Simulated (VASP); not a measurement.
# Ta (Im-3m) in VASP: further runs

Ta is run at these levels: PBEsol; tasks: single point.

Program: VASP 6.6.1. These are calculated values, not measurements. Logs are shortened: lines on timing, memory, paths and dates and some standing lists are left out, and cuts for length are marked.

### Step 1. The cell of the first run

The structure is cubic, space group Im-3m (No. 229). Conventional cell: a = 3.284 Å, b = 3.284 Å, c = 3.284 Å, α = 90.00°, β = 90.00°, γ = 90.00°. Within 3.7 Å of Ta (site symmetry m-3m) lie 14 Ta at 2.84 to 3.28 Å.

### Step 2. Single point, PBEsol, collinear spin, zero start

The input, INCAR:

```
SYSTEM = Ta
  PREC = Accurate
  ENCUT = 500
  EDIFF = 1E-6
  ISMEAR = -5
  SIGMA = 0.15
  LREAL = .FALSE.
  LASPH = .TRUE.
  NELM = 200
  ALGO = Normal
  ISIF = 2
  LWAVE = .FALSE.
  LCHARG = .FALSE.
  ISPIN = 2
  MAGMOM = 0
  LORBIT = 11
  LMAXMIX = 4
  GGA = PS
  NBANDS = 16
  GGA_COMPAT = .FALSE.
```

The input, KPOINTS:

```
Automatic mesh
0
G
  25 25 25
  0 0 0
```

The input, POSCAR:

```
Ta
1.0
   -1.6418650270      1.6418650270      1.6418650270
    1.6418650270     -1.6418650270      1.6418650270
    1.6418650270      1.6418650270     -1.6418650270
Ta
1
Direct
    0.0000000000      0.0000000000      0.0000000000
```

Potentials or basis: VASP PAW PBE potentials, release 64 (Ta_pv).

Launch:

```
> cat potpaw_PBE.64/Ta_pv/POTCAR > POTCAR
> mpirun -np 1 vasp_std > vasp.out
```

OUTCAR:

```text
SYSTEM = Ta
   PREC = Accurate
   ENCUT = 500
   EDIFF = 1E-6
   ISMEAR = -5
   LREAL = .FALSE.
   LASPH = .TRUE.
   NELM = 200
   ISIF = 2
   ISPIN = 2
   LORBIT = 11
   GGA = PS

 ion  position               nearest neighbor table
   1  0.000  0.000  0.000-

  LATTYP: Found a body centered cubic cell.
 ALAT       =     3.2837300540

  Lattice vectors:

 A1 = (  -1.6418650270,   1.6418650270,   1.6418650270)
 A2 = (   1.6418650270,  -1.6418650270,   1.6418650270)
 A3 = (   1.6418650270,   1.6418650270,  -1.6418650270)

Analysis of symmetry for initial positions (statically):
=====================================================================
 Subroutine PRICEL returns:
 Original cell was already a primitive cell.

 Routine SETGRP: Setting up the symmetry group for a
 body centered cubic supercell.

 Subroutine GETGRP returns: Found 48 space group operations
 (whereof 48 operations were pure point group operations)
 out of a pool of 48 trial point group operations.

The static configuration has the point symmetry O_h .

Analysis of symmetry for dynamics (positions and initial velocities):
=====================================================================
 Subroutine PRICEL returns:
 Original cell was already a primitive cell.

 Routine SETGRP: Setting up the symmetry group for a
 body centered cubic supercell.

 Subroutine GETGRP returns: Found 48 space group operations
 (whereof 48 operations were pure point group operations)
 out of a pool of 48 trial point group operations.

The dynamic configuration has the point symmetry O_h .

Analysis of structural, dynamic, and magnetic symmetry:
=====================================================================
 Subroutine PRICEL returns:
 Original cell was already a primitive cell.

 Routine SETGRP: Setting up the symmetry group for a
 body centered cubic supercell.

 Subroutine GETGRP returns: Found 48 space group operations
 (whereof 48 operations were pure point group operations)
 out of a pool of 48 trial point group operations.

The overall configuration has the point symmetry O_h .

 Subroutine INISYM returns: Found 48 space group operations
 (whereof 48 operations are pure point group operations),
 and found     1 'primitive' translations

----------------------------------------------------------------------------------------

                                     Primitive cell

  volume of cell :      17.7040

  direct lattice vectors                    reciprocal lattice vectors
    -1.641865027  1.641865027  1.641865027     0.000000000  0.304531732  0.304531732
     1.641865027 -1.641865027  1.641865027     0.304531732  0.000000000  0.304531732
     1.641865027  1.641865027 -1.641865027     0.304531732  0.304531732  0.000000000

  length of vectors
     2.843793646  2.843793646  2.843793646     0.430672905  0.430672905  0.430672905

  position of ions in fractional coordinates (direct lattice)
     0.000000000  0.000000000  0.000000000

  ion indices of the primitive-cell ions
   primitive index   ion index
                 1           1

----------------------------------------------------------------------------------------

 KPOINTS: Automatic mesh

Automatic generation of k-mesh.
 Grid dimensions read from file:
 generate k-points for:   25   25   25

 Generating k-lattice:

  Cartesian coordinates                     Fractional coordinates (reciprocal lattice)
     0.000000000  0.012181269  0.012181269     0.040000000  0.000000000  0.000000000
     0.012181269  0.000000000  0.012181269     0.000000000  0.040000000  0.000000000
     0.012181269  0.012181269  0.000000000     0.000000000  0.000000000  0.040000000

  Length of vectors
     0.017226916  0.017226916  0.017226916

  Shift w.r.t. Gamma in fractional coordinates (k-lattice)
     0.000000000  0.000000000  0.000000000

 TETIRR: Found  18726 inequivalent tetrahedra from    93750

 Subroutine IBZKPT returns following result:
 ===========================================

 Found    455 irreducible k-points:

 Following reciprocal coordinates:
            Coordinates               Weight
  0.000000  0.000000  0.000000      1.000000
  0.040000  0.000000  0.000000     12.000000
  0.080000  0.000000  0.000000     12.000000
  0.120000  0.000000  0.000000     12.000000
  0.160000  0.000000  0.000000     12.000000
  0.200000  0.000000  0.000000     12.000000
[... 16 lines left out ...]
  0.400000  0.040000 -0.000000     48.000000
  0.440000  0.040000  0.000000     48.000000
 [... further k-points ...]
   k-points           NKPTS =    455   k-points in BZ     NKDIM =    455   number of bands    NBANDS=     16
   number of dos      NEDOS =    301   number of ions     NIONS =      1
   total plane-waves  NPLWV =  13824
   dimension x,y,z NGX =    24 NGY =   24 NGZ =   24
   dimension x,y,z NGXF=    48 NGYF=   48 NGZF=   48
   ions per type =               1
   NGX,Y,Z   is equivalent  to a cutoff of  14.03, 14.03, 14.03 a.u.
   NGXF,Y,Z  is equivalent  to a cutoff of  28.06, 28.06, 28.06 a.u.
 SYSTEM =  Ta
   PREC   = accura    normal or accurate (medium, high low for compatibility)
   ISTART =      0    job   : 0-new  1-cont  2-samecut
   ICHARG =      2    charge: 1-file 2-atom 10-const
   ISPIN  =      2    spin polarized calculation?
   LNONCOLLINEAR =      F non collinear calculations
   LSORBIT =      F    spin-orbit coupling
   LASPH  =      T    aspherical Exc in radial PAW
   ENCUT  =  500.0 eV  36.75 Ry    6.06 a.u.   5.18  5.18  5.18*2*pi/ulx,y,z
   NELM   =    200;   NELMIN=  2; NELMDL= -5     # of ELM steps
   EDIFF  = 0.1E-05   stopping-criterion for ELM
   LREAL  =      F    real-space projection
   EDIFFG = 0.1E-04   stopping-criterion for IOM
   NSW    =      0    number of steps for IOM
   IBRION =     -1    ionic relax: 0-MD 1-quasi-New 2-CG
   NFREE  =      0    steps in history (QN), initial steepest desc. (CG)
   ISIF   =      2    stress and relaxation
   ISYM   =      2    0-nonsym 1-usesym 2-fastsym
   POTIM  = 0.5000    time-step for ionic-motion
   TEBEG  =    0.0;   TEEND  =   0.0 temperature during run
   PSTRESS=    0.0 pullay stress
   NELECT =      11.0000    total number of electrons
   NUPDOWN=      -1.0000    fix difference up-down
   EMIN   =  10.00;   EMAX   =-10.00  energy-range for DOS
   EFERMI =   0.00;   METHOD = LEGACY
   ISMEAR =    -5;   SIGMA  =   0.15  broadening in eV -4-tet -1-fermi 0-gaus
   EFERMI_NEDOS =   21; number of points for ismear=-14 and -15
   IALGO  =     38    algorithm
   IMIX   =      4    mixing-type and parameters
     AMIX     =   0.40;   BMIX     =  1.00
     AMIX_MAG =   1.60;   BMIX_MAG =  1.00
  volume/ion in A,a.u.               =      17.70       119.47
  Fermi-wavevector in a.u.,A,eV,Ry     =   1.396952  2.639857 26.551443  1.951476
  Thomas-Fermi vector in A             =   2.520256
   LORBIT       =     11    0 simple, 1 ext, 2 COOP (PROOUT), +10 PAW based schemes
   GGA     = PS    functional components
   LHFCALC =     F    Hartree Fock is set to
   AEXX    =    0.0000 exact exchange contribution
   IVDW    =     0    specifies the selected vdW correction
   LEPSILON=     F    determine dielectric tensor
   LRPA    =     F    only Hartree local field effects (RPA)
 spin polarized calculation
 Fermi weights with tetrahedron method with Bloechl corrections
  energy-cutoff  :      500.00
  volume of cell :       17.70
 maximum number of plane-waves:       466
 NGX is ok and might be reduce to    24

 number of electron      11.0000002 magnetization       0.0000022

 number of electron      11.0000002 magnetization      -0.0000007

 Free energy of the ion-electron system (eV)
  ---------------------------------------------------
  ext. energy  EPLUGINS =         0.00000000
  ---------------------------------------------------
  free energy    TOTEN  =       -12.55098418 eV

  energy without entropy =      -12.55098418  energy(sigma->0) =      -12.55098418

 E-fermi :   5.4404     XC(G=0): -12.8172

 val. band max:        5.4541108849   @ k =   0.3600   0.2000  -0.0000
 cond. band min:       5.4287741131   @ k =  -0.3600  -0.4800   0.2000
 fundamental gap:     -0.0253367718
 Fermi energy:         5.4404142140

 spin component 1

 k-point     1 :       0.0000    0.0000    0.0000
  band No.  band energies     occupation
      1     -27.4991      1.00000
      2     -27.4991      1.00000
      3     -27.4991      1.00000
      4      -2.5350      1.00000
      5       6.1784      0.00000
      6       6.1784      0.00000
[... 8 lines left out ...]
     15      31.9219      0.00000
     16      34.6665      0.00000
[... 419 lines left out ...]
 k-point    24 :       0.4400    0.0400    0.0000
  band No.  band energies     occupation
      1     -28.7239      1.00000
      2     -27.9013      1.00000
      3     -27.5159      1.00000
      4       1.0473      1.00000
      5       3.8942      1.00000
      6       6.8548      0.00000
[... 8 lines left out ...]
     15      31.4476      0.00000
     16      32.5931      0.00000

 [... further k-points ...]

 spin component 2

 k-point     1 :       0.0000    0.0000    0.0000
  band No.  band energies     occupation
      1     -27.4991      1.00000
      2     -27.4991      1.00000
      3     -27.4991      1.00000
      4      -2.5350      1.00000
      5       6.1784      0.00000
      6       6.1784      0.00000
[... 8 lines left out ...]
     15      31.9219      0.00000
     16      34.6665      0.00000
[... 419 lines left out ...]
 k-point    24 :       0.4400    0.0400    0.0000
  band No.  band energies     occupation
      1     -28.7239      1.00000
      2     -27.9013      1.00000
      3     -27.5159      1.00000
      4       1.0473      1.00000
      5       3.8942      1.00000
      6       6.8548      0.00000
[... 8 lines left out ...]
     15      31.4476      0.00000
     16      32.5931      0.00000

 [... further k-points ...]

------------------------ aborting loop because EDIFF is reached ----------------------------------------

  FORCE on cell =-STRESS in cart. coord.  units (eV):
  Direction    XX          YY          ZZ          XY          YZ          ZX
  --------------------------------------------------------------------------------------
  -------------------------------------------------------------------------------------
  Total       -0.0277653     -0.0277653     -0.0277653     -0.0000000      0.0000000     -0.0000000
  in kB       -2.5127009     -2.5127009     -2.5127009     -0.0000000      0.0000000     -0.0000000
  external PRESSURE =      -2.5127009 kB  Pullay stress =       0.0000000 kB

 VOLUME and BASIS-vectors are now :
 -----------------------------------------------------------------------------
  energy-cutoff  :      500.00
  volume of cell :       17.70
      direct lattice vectors                 reciprocal lattice vectors
    -1.641865027  1.641865027  1.641865027     0.000000000  0.304531732  0.304531732
     1.641865027 -1.641865027  1.641865027     0.304531732  0.000000000  0.304531732
     1.641865027  1.641865027 -1.641865027     0.304531732  0.304531732  0.000000000

 POSITION                                       TOTAL-FORCE (eV/Angst)
 -----------------------------------------------------------------------------------
      0.00000      0.00000      0.00000        -0.000000      0.000000     -0.000000
 -----------------------------------------------------------------------------------
    total drift:                                0.000000      0.000000      0.000000

  FREE ENERGIE OF THE ION-ELECTRON SYSTEM (eV)
  ---------------------------------------------------
  free  energy   TOTEN  =       -12.5509841848 eV

  energy  without entropy=      -12.5509841848  energy(sigma->0) =      -12.55098418

 total charge

# of ion       s       p       d       tot
------------------------------------------
    1        0.374   6.173   2.420   8.967

 magnetization (x)

# of ion       s       p       d       tot
------------------------------------------
    1        0.000   0.000   0.000   0.000
```

It took 6.7 min on 1 thread of Intel Xeon 8259CL, shared host; peak memory 0.39 GiB.

Results:

```yaml
Free_energy: -12.5510 eV
Pressure: -0.3 GPa
Net_moment: 0.00 μB per cell
Valence_electrons_inside_the_program's_atomic_spheres: Ta 8.97
```

Levels at points of the mesh, in eV from the Fermi level:
Spin up:
| k point | band 3 | band 4 | band 5 | band 6 | band 7 | band 8 | band 9 | band 10 |
| --- | --- | --- | --- | --- | --- | --- | --- | --- |
| (0.00, 0.00, 0.00) | -32.94 | -7.98 | 0.74 | 0.74 | 0.74 | 4.07 | 4.07 | 14.74 |
Spin down:
| k point | band 4 | band 5 | band 6 | band 7 | band 8 | band 9 |
| --- | --- | --- | --- | --- | --- | --- |
| (0.00, 0.00, 0.00) | -7.98 | 0.74 | 0.74 | 0.74 | 4.07 | 4.07 |

Caveat: no moment was typed at the start, so none could form; the PAW data sets were made with another functional, which shifts forces and pressure a little; spin-orbit coupling is left out, which moves the levels of the heavy elements; tetrahedron occupations give inexact forces and stress in metals.

### Step 3. Single point, PBEsol

This run uses another cell than the first one: it holds 2 atoms, not 1.

The input, INCAR:

```
SYSTEM = Ta
ALGO = Fast
EDIFF = 1E-7
ENCUT = 520
GGA = PS
ISIF = 2
ISMEAR = 0
LASPH = .True.
LCHARG = .False.
LREAL = .False.
LWAVE = .False.
NBANDS = 18
NELM = 80
PREC = Accurate
SIGMA = 0.15
```

The input, KPOINTS:

```
k-points
0
Gamma
  22 22 14
  0 0 0
```

The input, POSCAR:

```
Ta
1.0
   -1.6402597622      1.6402597622      1.6402597622
    1.6402597622     -1.6402597622      1.6402597622
    3.2805195245      3.2805195245      0.0000000000
Ta
2
Direct
    0.0000000000      0.0000000000      0.0000000000
    0.5000000000      0.5000000000      0.5000000000
```

Potentials or basis: VASP PAW PBE potentials, release 64 (Ta_pv).

Launch:

```
> cat potpaw_PBE.64/Ta_pv/POTCAR > POTCAR
> mpirun -np 1 vasp_std > vasp.out
```

Run time: 15 min. Hardware: 1 thread of Oxide Virtual Turin-like, shared host; peak memory 0.58 GiB.

Results (log left out):

```
Free energy            : -25.1163 eV
Pressure               : 0.4 GPa
Band gap on the k mesh : zero (bands 11 and 12 overlap by 3.20 eV)
```

Levels at points of the mesh, in eV from the Fermi level:
```
           k point  band 7  band 8  band 9  band 10  band 11  band 12  band 13  band 14  band 15  band 16
(0.00, 0.00, 0.00)   -8.00   -4.47   -1.61     0.73     0.73     0.73     1.71     3.96     4.07     4.07
(0.50, 0.00, 0.00)   -3.15   -3.15   -1.47    -1.47    -0.55    -0.55     3.67     3.67     4.92     4.92
(0.50, 0.50, 0.00)   -4.47   -3.93   -3.93    -1.61     1.71     3.96     5.01     7.02     7.02     7.02
(0.00, 0.00, 0.50)   -5.66   -5.66   -0.60    -0.60    -0.10    -0.10     3.40     3.40     3.47     3.47
(0.50, 0.00, 0.50)   -4.47   -4.47   -1.61    -1.61     1.71     1.71     3.96     3.96     5.01     5.01
(0.50, 0.50, 0.50)   -3.03   -3.03   -1.94    -1.94     1.13     1.13     1.76     1.76     7.49     7.49
```

Caveat: the PAW data sets were made with another functional, which shifts forces and pressure a little; spin-orbit coupling is left out, which moves the levels of the heavy elements.
